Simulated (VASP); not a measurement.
A run of VASP 6.6.1 is set up as follows.

The input INCAR:

```
SYSTEM = AlN
PREC = Accurate
ENCUT = 520
EDIFF = 1E-7
ISMEAR = -1
SIGMA = 0.02
LREAL = .FALSE.
LASPH = .TRUE.
NELM = 60
ALGO = Normal
ISIF = 2
LWAVE = .FALSE.
LCHARG = .FALSE.
GGA = PE
NBANDS = 16
```

KPOINTS

```
Automatic mesh
0
G
  12 12 6
  0 0 0
```

POSCAR

```
AlN
1.0
    3.1066937602      0.0000000000      0.0000000000
   -1.5533468801      2.6904757181      0.0000000000
    0.0000000000      0.0000000000      4.9785915519
Al N
2 2
Direct
    0.3333333333      0.6666666667     -0.0032954727
    0.6666666667      0.3333333333      0.4967045273
    0.3333333333      0.6666666667      0.3782954727
    0.6666666667      0.3333333333      0.8782954727
```

Potentials or basis: VASP PAW PBE potentials, release 64 (Al, N).

The run is started by

```bash
$ cat potpaw_PBE.64/Al/POTCAR potpaw_PBE.64/N/POTCAR > POTCAR
$ mpirun -np 1 vasp_std > vasp.out
```

(1) Estimate the pressure.

(2) What does it give for the largest force?

(3) Estimate the band gap on the k mesh.

Results:

(1) 4.4 GPa.

(2) 0.009 eV/Å.

(3) 4.24 eV.

Caveat: the cell stands under pressure.
